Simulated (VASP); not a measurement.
# NaF (strained rocksalt), r²SCAN single-point calculation: Ansatz's output and VASP's

```xyz
2
Lattice="-0.0102 2.2955 2.2955 2.2955 -0.0102 2.2955 2.2955 2.2955 -0.0102" Properties=species:S:1:pos:R:3 pbc="T T T"
Na    0.0000    0.0000    0.0000
F     2.2904    2.2904    2.2904
```

Ansatz printed

```
SCF 1 converged in 6 iterations: F = -2301.372548 eV  dr2 = 2.08e-9
  greatest PAW one-centre occupation: 1.000 electrons in one spin orbital (limit 2), on the Na atom at site 0 (counted from 0), in its partial waves of l = 0
NSCF: frozen V_eff on 6 k-points
SCF converged after 6 iterations
Free energy (F): -2301.372548 eV
Harris-Foulkes:  -2301.372548 eV  (|F-HF|=1.05e-9)
Internal energy: -2301.372548 eV  (E = F + TS)
E sigma→0 (E₀):  -2301.372548 eV
Fermi energy:    0.554531 eV
--- Per-component energies (eV) ---
  E_band       = -249.552327
  E_kinetic    = 330.906849
  E_local      = -1683.558189  (includes V_loc(G=0)·N_el)
  E_nonlocal   = 188.831798
  E_hartree    = 598.080085
  E_xc         = -117.371529
  E_vxc        = -173.573242  (∫ρ·V_xc dr)
  E_paw        = -470.673148  (= ΣΔE_a)
  E_vpaw       = -122.048529  (= ΣTr[D̂ρ^β])
  E_aug_tail   = 0.001002  (compensation charges beyond the density's cutoff)
  E_vtau       = 13.729210  (kinetic-family band-sum trace: ∫τ·v_τ [+ j·A + Jᵃ·Aᵃ] dr)
  E_ewald      = -1147.531757
  E_core_change = -0.057659  (= ΣΔE_core)
  E_smearing   = -0.000000  (= −TS)
  E_closure    = -0.000000  (closes the sum)
  Σ components = -2301.372548   (vs F -2301.372548, Δ=0.00e0)
--- Forces (eV/Å), atoms counted from 1 ---
  atom   1  Na    -0.00000000    -0.00000000     0.00000000
  atom   2  F      0.00000000     0.00000000     0.00000000
  max |Σ_I F_I| component: 4.27e-30 eV/Å
--- Stress (GPa, compression-positive) ---
       -0.234750       0.126175       0.126175
        0.126175      -0.234750       0.126175
        0.126175       0.126175      -0.234750
  P = ⅓ Tr σ = -0.2348 GPa (-2.348 kbar)
--- Band table (eV; the first three rows and the last of 116) ---
  k-point 0: bands = ["-48.4156", "-19.7831", "-18.7842", "-18.7833", "-18.7833", "0.5366", "0.5366", "0.5545", "7.7983", "20.7132", "20.7132", "20.8848"]
  k-point 1: bands = ["-48.4144", "-19.8305", "-18.7853", "-18.7844", "-18.7237", "0.3465", "0.5111", "0.5269", "8.1581", "19.3312", "20.8854", "21.0367"]
  k-point 2: bands = ["-48.4111", "-19.9352", "-18.7882", "-18.7871", "-18.5865", "-0.1026", "0.4450", "0.4601", "9.0947", "17.5297", "21.3326", "21.4747"]
  k-point 115: bands = ["-48.4022", "-20.1325", "-18.7954", "-18.7954", "-18.3014", "-1.0506", "0.2668", "0.2668", "12.3050", "14.2264", "22.1241", "22.1241"]
```

Datasets and cutoffs are each program's own. VASP's cell holds 14 valence electrons and Ansatz's 16. Ansatz's stress includes a Pulay correction; VASP's doesn't.

What does VASP give for the same cell and level of theory?

gap between bands v and c 7.28 eV; least direct gap 7.28 eV; pressure -1.1 GPa.

From OUTCAR

```
k-points           NKPTS =    116   k-points in BZ     NKDIM =    116   number of bands    NBANDS=     14

   NELECT =      14.0000    total number of electrons

   dimension x,y,z NGX =    24 NGY =   24 NGZ =   24
   dimension x,y,z NGXF=    48 NGYF=   48 NGZF=   48

  energy-cutoff  :      520.00
  volume of cell :       24.35
      direct lattice vectors                 reciprocal lattice vectors
    -0.010199426  2.295468184  2.295468184    -0.216374079  0.217339782  0.217339782
     2.295468184 -0.010199426  2.295468184     0.217339782 -0.216374079  0.217339782
     2.295468184  2.295468184 -0.010199426     0.217339782  0.217339782 -0.216374079

 k-points in reciprocal lattice and weights: KPOINTS created by Atomic Simulation Env
   0.00000000  0.00000000  0.00000000       0.001
   0.10000000 -0.00000000 -0.00000000       0.006
   0.20000000 -0.00000000 -0.00000000       0.006
   0.30000000  0.00000000  0.00000000       0.006
   0.40000000  0.00000000  0.00000000       0.006
   0.50000000  0.00000000  0.00000000       0.003
   0.10000000  0.10000000  0.00000000       0.006
   0.20000000  0.10000000 -0.00000000       0.012
   ...

 E-fermi :  -2.5484

 k-point     1 :       0.0000    0.0000    0.0000
  band No.  band energies     occupation
      1     -22.9650      2.00000
      2     -22.0701      2.00000
      3     -22.0688      2.00000
      4     -22.0688      2.00000
      5      -2.6392      2.00000
      6      -2.6392      2.00000
      7      -2.6212      2.00000
      8       4.6620      0.00000
      9      17.2508      0.00000
     10      17.2508      0.00000
     11      17.4197      0.00000
     12      20.0062      0.00000
     13      22.6436      0.00000
     14      22.6436      0.00000

 k-point     2 :       0.1000   -0.0000   -0.0000
  band No.  band energies     occupation
      1     -23.0185      2.00000
      2     -22.0711      2.00000
      3     -22.0698      2.00000
      4     -22.0021      2.00000
      5      -2.8286      2.00000
      6      -2.6659      2.00000
      7      -2.6500      2.00000
      8       5.0201      0.00000
      9      15.9525      0.00000
     10      17.4327      0.00000
     11      17.5820      0.00000
     12      21.5875      0.00000
     13      22.3297      0.00000
     14      22.3505      0.00000

 k-point     3 :       0.2000   -0.0000   -0.0000
  band No.  band energies     occupation
      1     -23.1332      2.00000
      2     -22.0741      2.00000
      3     -22.0725      2.00000
      4     -21.8528      2.00000
      5      -3.2770      2.00000
      6      -2.7350      2.00000
      7      -2.7198      2.00000
      8       5.9526      0.00000
      9      14.2124      0.00000
     10      17.9162      0.00000
     11      18.0578      0.00000
     12      21.7697      0.00000
     13      21.8258      0.00000
     14      23.2565      0.00000

 k-point     4 :       0.3000    0.0000    0.0000
  band No.  band energies     occupation
      1     -23.2451      2.00000
      2     -22.0778      2.00000
      3     -22.0758      2.00000
      4     -21.6972      2.00000
      5      -3.7579      2.00000
      6      -2.8191      2.00000
      7      -2.8046      2.00000
      8       7.1813      0.00000
      9      12.7638      0.00000
     10      18.4994      0.00000
     11      18.6238      0.00000
     12      21.4054      0.00000
     13      21.5007      0.00000
     14      23.1888      0.00000

 k-point     5 :       0.4000    0.0000    0.0000
  band No.  band energies     occupation
      1     -23.3214      2.00000
      2     -22.0807      2.00000
      3     -22.0785      2.00000
      4     -21.5852      2.00000
      5      -4.1061      2.00000
      6      -2.8861      2.00000
      7      -2.8722      2.00000
      8       8.4236      0.00000
      9      11.5939      0.00000
     10      18.8909      0.00000
     11      18.9925      0.00000
     12      21.3829      0.00000
     13      21.5146      0.00000
     14      22.7634      0.00000

 k-point     6 :       0.5000    0.0000    0.0000
  band No.  band energies     occupation
      1     -23.3482      2.00000
      2     -22.0818      2.00000
      3     -22.0795      2.00000
      4     -21.5448      2.00000
      5      -4.2316      2.00000
      6      -2.9115      2.00000
      7      -2.8978      2.00000
      8       9.1339      0.00000
      9      10.9499      0.00000
     10      19.0004      0.00000
     11      19.0927      0.00000
     12      21.4599      0.00000
     13      21.6047      0.00000
     14      22.5963      0.00000

 ...

  Total       -0.1630219     -0.1630219     -0.1630219      0.0188544      0.0188544      0.0188544
  in kB      -10.7257560    -10.7257560    -10.7257560      1.2404940      1.2404940      1.2404940
  external PRESSURE =     -10.7257560 kB  Pullay stress =       0.0000000 kB

 POSITION                                       TOTAL-FORCE (eV/Angst)
 -----------------------------------------------------------------------------------
      0.00000      0.00000      0.00000        -0.000000     -0.000000     -0.000000
      2.29037      2.29037      2.29037         0.000000      0.000000      0.000000
 -----------------------------------------------------------------------------------
    total drift:                                0.000000     -0.000000      0.000000

  FREE ENERGIE OF THE ION-ELECTRON SYSTEM (eV)
  ---------------------------------------------------
  free  energy   TOTEN  =       -12.6023428641 eV

  energy  without entropy=      -12.6023428641  energy(sigma->0) =      -12.60234286
```

VASP's potentials hold 14 valence electrons a cell and Ansatz's 16, so a difference between the two programs can come from the potentials and not from the codes.
